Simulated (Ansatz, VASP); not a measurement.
**One calculation of Ga2O3, two programs**

```xyz
10
Lattice="2.4175 1.3957 4.3462 -2.4175 1.3957 4.3462 0.0000 -2.7915 4.3462" Properties=species:S:1:pos:R:3 pbc="T T T"
Ga    0.0000    0.0000   11.1530
Ga    0.0000    0.0000    8.4050
Ga    0.0000    0.0000    1.8857
Ga    0.0000    0.0000    4.6336
O     0.7343    1.5197    5.4328
O     0.9490   -1.3957    5.4328
O    -1.6832   -0.1239    5.4328
O    -0.7343   -1.5197    7.6059
O     1.6832    0.1239    7.6059
O    -0.9490    1.3957    7.6059
```

Change from the starting cell: hydrostatic strain -3.0%.

Alike in both runs: task single point; functional PBE; k mesh 6 × 6 × 6; occupations fermi-dirac, width 0.02 eV; no spin polarisation.

|  | VASP | Ansatz |
| --- | --- | --- |
| version | VASP 6.6.1 | Ansatz 0.2.0 |
| potentials or method | VASP PAW PBE potentials, release 64 (Ga_d, O) | plane waves, PAW |
| plane-wave cutoff (eV) | 520 | 420 |
| valence electrons in the cell | 88 | 88 |

```tsv
	VASP	Ansatz	Ansatz less VASP
gap on the k mesh at the Fermi level (eV)	3.88	3.88	+0.002
pressure (GPa)	37.5	36.4	-1.19
traceless stress, the component that is largest in VASP (GPa)	-2.92	-2.89	+0.028
rms of the force components (eV/Å)	0.043	0.030	-0.0132
```

Atom by atom the forces differ by 0.018 eV/Å (rms over components). Both programs put the cell under a high pressure, so it lies far from rest at this level.
